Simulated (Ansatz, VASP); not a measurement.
## Hf3SiMo: VASP beside Ansatz

File INCAR:

```
SYSTEM = Hf3SiMo
PREC     = Accurate       ! precision mode
ENCUT    = 520            ! plane-wave cutoff, eV
EDIFF    = 1E-7           ! SCF threshold, eV
ISMEAR   = 0              ! smearing method
SIGMA    = 0.1            ! smearing width, eV
LREAL    = .False.        ! projectors in reciprocal space
LASPH    = .True.         ! aspherical terms in the spheres
NELM     = 150            ! most SCF steps
ALGO     = Fast           ! electronic algorithm
ISIF     = 2              ! what is computed and relaxed
LWAVE    = .False.        ! write WAVECAR
LCHARG   = .True.         ! write CHGCAR
ISPIN    = 2              ! spin polarisation
MAGMOM   = 0 0 0 0 1      ! initial moments
LORBIT   = 11             ! projections on sites
LMAXMIX  = 4              ! l up to which the mixer works
GGA      = PE             ! functional
LELF     = .True.         ! ELF
LVHAR    = .True.       
NBANDS   = 36             ! bands
```

The input KPOINTS:

```
regular mesh
0
Gamma
  4 4 4
  0 0 0
```

Contents of POSCAR:

```
Hf3SiMo
1.0
    4.8186678638      0.0000000000      0.0000000000
    0.0000000000      4.8186678638      0.0000000000
    0.0000000000      0.0000000000      4.8186678638
Hf Si Mo
3 1 1
Direct
    0.0000000000      0.5000000000      0.5000000000
    0.5000000000      0.0000000000      0.5000000000
    0.5000000000      0.5000000000      0.0000000000
    0.5000000000      0.5000000000      0.5000000000
    0.0000000000      0.0000000000      0.0000000000
```

Input for Ansatz:

```yaml
crystal:
  lattice:
    - [4.8186678638, 0.0, 0.0]
    - [0.0, 4.8186678638, 0.0]
    - [0.0, 0.0, 4.8186678638]
  atoms:
    - { symbol: Hf, position: [0.0, 0.5, 0.5] }
    - { symbol: Hf, position: [0.5, 0.0, 0.5] }
    - { symbol: Hf, position: [0.5, 0.5, 0.0] }
    - { symbol: Si, position: [0.5, 0.5, 0.5] }
    - { symbol: Mo, position: [0.0, 0.0, 0.0], spin: 1.0 }
basis:
  ecutwfc: 420
kpoints:
  mp_grid: { grid: [4, 4, 4] }
hamiltonian:
  xc: pbe
scf:
  occupations: { method: gaussian, width: 0.1 }
  lower_state_search: "off"
output:
  forces: true
  stress: true
  eigenvalues: true
  populations: true
magnetization:
  spin_polarized: true
```

Change from the starting cell: species swapped into the Sc3TlB type (Pm-3m, No. 221).

Alike in both runs: task single point; functional PBE; k mesh 4 × 4 × 4; occupations gaussian, width 0.1 eV; collinear spin.

|  | VASP | Ansatz |
| --- | --- | --- |
| version | VASP 6.6.1 | Ansatz 0.2.0 |
| potentials or method | VASP PAW PBE potentials, release 64 (Hf_pv, Si, Mo_sv), cutoff 520 eV | scalar-relativistic, plane waves, PAW |
| valence electrons in the cell | 48 | 96 |

```tsv
	VASP	Ansatz	Ansatz less VASP
gap on the k mesh at the Fermi level (eV)	none	none	-
pressure (GPa)	0.2	0.3	+0.09
net moment per atom (μB)	0.00	0.00	0.000
```

A gap of «none» marks a metal or a gap that the smearing closes. VASP's potentials hold 48 valence electrons a cell and Ansatz's 96, so a difference there can come from the potentials and not from the codes. Ansatz's warnings: seeded moment not kept.

Neither program's run includes spin-orbit coupling.
